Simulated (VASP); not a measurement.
Input of a VASP 6.6.1 run:

Contents of POSCAR:

```
SiC
1.0
    0.0000000000      2.2501458830      2.2501458830
    2.2501458830      0.0000000000      2.2501458830
    2.2501458830      2.2501458830      0.0000000000
Si C
1 1
Direct
    0.0000000000      0.0000000000      0.0000000000
    0.2500000000      0.2500000000      0.2500000000
```

INCAR.step1

```
ALGO = Normal
EDIFF = 1E-4
ENCUT = 520
GGA = PE
ISMEAR = 0
LASPH = True
LCHARG = False
LREAL = False
LWAVE = True
NBANDS = 11
NELM = 60
PREC = Accurate
SIGMA = 0.01
```

Contents of INCAR.step2:

```
ALGO = Normal
EDIFF = 1E-6
ENCUT = 520
ISIF = 2
ISMEAR = 0
ISTART = 1
LASPH = True
LCHARG = False
LMIXTAU = True
LREAL = False
LWAVE = False
METAGGA = R2SCAN
NBANDS = 11
NELM = 60
PREC = Accurate
SIGMA = 0.01
```

Contents of KPOINTS:

```
k-points
0
Gamma
  10 10 10
```

Potentials or basis: VASP PAW PBE potentials, release 64 (Si, C).

Run with:

```bash
$ cat potpaw_PBE.64/Si/POTCAR potpaw_PBE.64/C/POTCAR > POTCAR
$ cp INCAR.step1 INCAR
$ mpirun -np 1 vasp_std > vasp.out
$ cp INCAR.step2 INCAR
$ mpirun -np 1 vasp_std > vasp.out
```

Problem. Predict the band gap on the k mesh.

Solution. 1.78 eV, indirect (least direct gap 4.92 eV).

Problem. Estimate the pressure.

Solution. -18.4 GPa.

Caveat: the cell differs from its parent crystal (strain +3.3%); the PAW data sets were made with another functional, which shifts forces and pressure a little. A k mesh can miss the band edges.
